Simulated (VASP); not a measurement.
# NaIr (CsCl type) (Pm-3m) in VASP: notebook, part 2 of 2

VASP 6.6.1.

## Step 4: Single point, PBE, non-collinear spin, zero start, spin-orbit coupling

This run uses another cell than the first one, of 17.07 Å³/atom.

Contents of INCAR:

```
SYSTEM = NaIr
PREC     = Accurate       ! precision mode
ENCUT    = 520            ! plane-wave cutoff, eV
EDIFF    = 1E-7           ! SCF threshold, eV
ISMEAR   = -1             ! smearing method
SIGMA    = 0.05           ! smearing width, eV
LREAL    = .FALSE.        ! projectors in reciprocal space
LASPH    = .TRUE.         ! aspherical terms in the spheres
NELM     = 150            ! most SCF steps
ALGO     = Normal         ! electronic algorithm
ISIF     = 2              ! what is computed and relaxed
LWAVE    = .FALSE.        ! write WAVECAR
LCHARG   = .FALSE.        ! write CHGCAR
MAGMOM   = 0 0 0 0 0 0    ! initial moments
LORBIT   = 11             ! projections on sites
LSORBIT  = .TRUE.         ! spin-orbit coupling
GGA_COMPAT= .FALSE.      
LORBMOM  = .TRUE.       
LMAXMIX  = 4              ! l up to which the mixer works
GGA      = PE             ! functional
NBANDS   = 28             ! bands
```

Contents of KPOINTS:

```
Automatic mesh
0
G
  11 11 11
  0 0 0
```

Contents of POSCAR:

```
NaIr
1.0
    3.2442064374      0.0000000000      0.0000000000
    0.0000000000      3.2442064374      0.0000000000
    0.0000000000      0.0000000000      3.2442064374
Na Ir
1 1
Direct
    0.0000000000      0.0000000000      0.0000000000
    0.5000000000      0.5000000000      0.5000000000
```

Potentials or basis: VASP PAW PBE potentials, release 64 (Na_pv, Ir).

Launch:

```console
cat potpaw_PBE.64/Na_pv/POTCAR potpaw_PBE.64/Ir/POTCAR > POTCAR
mpirun -np 1 vasp_ncl > vasp.out
```

OUTCAR:

```text
SYSTEM = NaIr
   PREC = Accurate
   ENCUT = 520
   EDIFF = 1E-7
   ISMEAR = -1
   LREAL = .FALSE.
   LASPH = .TRUE.
   NELM = 150
   ISIF = 2
   LORBIT = 11
   LSORBIT = .TRUE.
   GGA = PE

 ion  position               nearest neighbor table
   1  0.000  0.000  0.000-   2 2.81   2 2.81   2 2.81   2 2.81   2 2.81   2 2.81   2 2.81   2 2.81

   2  0.500  0.500  0.500-   1 2.81   1 2.81   1 2.81   1 2.81   1 2.81   1 2.81   1 2.81   1 2.81

  LATTYP: Found a simple cubic cell.
 ALAT       =     3.2442064374

  Lattice vectors:

 A1 = (   3.2442064374,   0.0000000000,   0.0000000000)
 A2 = (   0.0000000000,   3.2442064374,   0.0000000000)
 A3 = (   0.0000000000,   0.0000000000,   3.2442064374)

Analysis of symmetry for initial positions (statically):
=====================================================================
 Subroutine PRICEL returns:
 Original cell was already a primitive cell.

 Routine SETGRP: Setting up the symmetry group for a
 simple cubic supercell.

 Subroutine GETGRP returns: Found 48 space group operations
 (whereof 48 operations were pure point group operations)
 out of a pool of 48 trial point group operations.

The static configuration has the point symmetry O_h .

Analysis of symmetry for dynamics (positions and initial velocities):
=====================================================================
 Subroutine PRICEL returns:
 Original cell was already a primitive cell.

 Routine SETGRP: Setting up the symmetry group for a
 simple cubic supercell.

 Subroutine GETGRP returns: Found 48 space group operations
 (whereof 48 operations were pure point group operations)
 out of a pool of 48 trial point group operations.

The dynamic configuration has the point symmetry O_h .

Analysis of structural, dynamic, and magnetic symmetry:
=====================================================================
 Subroutine PRICEL returns:
 Original cell was already a primitive cell.

 Routine SETGRP: Setting up the symmetry group for a
[... 956 lines left out ...]
  1         0.000   0.000   0.000
  2        -0.000   0.000   0.000
 ----------------------------------------
           -0.000   0.000   0.000

 orbital moment (z)

 # of ion     p       d       tot
 ----------------------------------------
  1        -0.000   0.000  -0.000
  2         0.000   0.000   0.000
 ----------------------------------------
           -0.000   0.000  -0.000

 Spin-Orbit-Coupling matrix elements

 Ion:    1  E_soc:     -0.0010920
 l=   1
     0.0000000    -0.0001820    -0.0001820
    -0.0001820     0.0000000    -0.0001820
    -0.0001820    -0.0001820     0.0000000
 l=   2
     0.0000000     0.0000000     0.0000000     0.0000000     0.0000000
     0.0000000     0.0000000     0.0000000     0.0000000     0.0000000
     0.0000000     0.0000000     0.0000000     0.0000000     0.0000000
     0.0000000     0.0000000     0.0000000     0.0000000     0.0000000
     0.0000000     0.0000000     0.0000000     0.0000000     0.0000000
 l=   3
     0.0000000     0.0000000     0.0000000     0.0000000     0.0000000     0.0000000     0.0000000
     0.0000000     0.0000000     0.0000000     0.0000000     0.0000000     0.0000000     0.0000000
     0.0000000     0.0000000     0.0000000     0.0000000     0.0000000     0.0000000     0.0000000
     0.0000000     0.0000000     0.0000000     0.0000000     0.0000000     0.0000000     0.0000000
     0.0000000     0.0000000     0.0000000     0.0000000     0.0000000     0.0000000     0.0000000
     0.0000000     0.0000000     0.0000000     0.0000000     0.0000000     0.0000000     0.0000000
     0.0000000     0.0000000     0.0000000     0.0000000     0.0000000     0.0000000     0.0000000

 Ion:    2  E_soc:     -0.8878720
 l=   1
     0.0000000    -0.0179001    -0.0179001
    -0.0179001     0.0000000    -0.0179001
    -0.0179001    -0.0179001     0.0000000
 l=   2
     0.0000000    -0.0417098     0.0000000    -0.0417098    -0.0883687
    -0.0417098     0.0000000    -0.0662766    -0.0417098    -0.0220922
     0.0000000    -0.0662766     0.0000000    -0.0662766     0.0000000
    -0.0417098    -0.0417098    -0.0662766     0.0000000    -0.0220922
    -0.0883687    -0.0220922     0.0000000    -0.0220922     0.0000000
 l=   3
     0.0000000     0.0000000     0.0000000     0.0000000     0.0000000     0.0000000     0.0000000
     0.0000000     0.0000000     0.0000000     0.0000000     0.0000000     0.0000000     0.0000000
     0.0000000     0.0000000     0.0000000     0.0000000     0.0000000     0.0000000     0.0000000
     0.0000000     0.0000000     0.0000000     0.0000000     0.0000000     0.0000000     0.0000000
     0.0000000     0.0000000     0.0000000     0.0000000     0.0000000     0.0000000     0.0000000
     0.0000000     0.0000000     0.0000000     0.0000000     0.0000000     0.0000000     0.0000000
     0.0000000     0.0000000     0.0000000     0.0000000     0.0000000     0.0000000     0.0000000

 total charge

# of ion       s       p       d       tot
------------------------------------------
    1        0.131   6.037   0.000   6.168
    2        0.611   0.218   7.018   7.846
--------------------------------------------------
tot          0.741   6.255   7.018  14.014

 magnetization (x)

# of ion       s       p       d       tot
------------------------------------------
    1        0.000   0.000   0.000   0.000
    2        0.000  -0.000   0.000   0.000
--------------------------------------------------
tot          0.000   0.000   0.000   0.000

 magnetization (y)

# of ion       s       p       d       tot
------------------------------------------
    1        0.000  -0.000   0.000  -0.000
    2       -0.000   0.000  -0.000   0.000
--------------------------------------------------
tot         -0.000   0.000  -0.000  -0.000

 magnetization (z)

# of ion       s       p       d       tot
------------------------------------------
    1        0.000   0.000   0.000   0.000
    2       -0.000  -0.000   0.000  -0.000
--------------------------------------------------
tot         -0.000  -0.000   0.000  -0.000
```

OSZICAR:

```text
N       E                     dE             d eps       ncg     rms          rms(c)
DAV:   1     0.166305127029E+03    0.16631E+03   -0.73103E+03  3140   0.133E+03
DAV:   2     0.197209277909E+01   -0.16433E+03   -0.15105E+03  3136   0.398E+02
DAV:   3    -0.846542523589E+01   -0.10438E+02   -0.98260E+01  3636   0.108E+02
DAV:   4    -0.866137262520E+01   -0.19595E+00   -0.19530E+00  3592   0.149E+01
DAV:   5    -0.866542167233E+01   -0.40490E-02   -0.40488E-02  3656   0.191E+00    0.549E+00
DAV:   6    -0.836884411801E+01    0.29658E+00   -0.76874E-01  3784   0.104E+01    0.318E+00
DAV:   7    -0.835768619309E+01    0.11158E-01   -0.32316E-02  3584   0.244E+00    0.186E+00
DAV:   8    -0.835399189897E+01    0.36943E-02   -0.10376E-03  4596   0.374E-01    0.879E-01
DAV:   9    -0.835174630129E+01    0.22456E-02   -0.81283E-04  4004   0.425E-01    0.474E-02
DAV:  10    -0.835174934501E+01   -0.30437E-05   -0.84307E-05  3524   0.127E-01    0.381E-02
DAV:  11    -0.835174555961E+01    0.37854E-05   -0.35579E-06  3824   0.235E-02    0.764E-03
DAV:  12    -0.835174509397E+01    0.46563E-06   -0.39016E-07  3588   0.108E-02    0.331E-03
DAV:  13    -0.835174507456E+01    0.19413E-07   -0.15223E-07  2228   0.685E-03
   1 F= -.83517451E+01 E0= -.83367376E+01  d E =-.300150E-01  mag=     0.0000     0.0000     0.0000
```

stdout:

```text
POSCAR found type information on POSCAR NaIr
 POSCAR found :  2 types and       2 ions
 scaLAPACK will be used
 LDA part: xc-table for (Slater+PW92), standard interpolation
 POSCAR, INCAR and KPOINTS ok, starting setup
 FFT: planning ... GRIDC
 FFT: planning ... GRID_SOFT
 FFT: planning ... GRID
 WAVECAR not read
 entering main loop
```

Run time: 93 s. Hardware: 1 thread of Intel Xeon 8259CL, shared host; peak memory 0.25 GiB.

Results:

- Free energy: -8.3517 eV
- Pressure: 0.2 GPa
- Net moment: 0.00 μB per cell
- Valence electrons inside the program's atomic spheres: Na 6.17; Ir 7.85

Moments on the atoms (μB; x, y, z):
```
Na  0.00 0.00 0.00
Ir  0.00 0.00 0.00
```

## Step 5: Summary

```csv
task,spin,cell,cutoff (eV),pressure (GPa),moment (μB)
relaxation of cell and atoms,off,"relaxed from a = 3.231 Å, 2 atoms",600,0.0,-
single point,"non-collinear, zero start, SOC","a = 3.231 Å, 2 atoms",520,1.1,0.00
single point,"non-collinear, zero start, SOC","a = 3.244 Å, 2 atoms",520,0.2,0.00
```

Alike in all rows: level PBE; potentials or basis VASP PAW PBE potentials, release 64 (Na_pv, Ir); k mesh 11 × 11 × 11; smearing fermi-dirac 0.05 eV.

Total energies depend on the potentials used, so only differences within one code and one set of settings carry meaning.
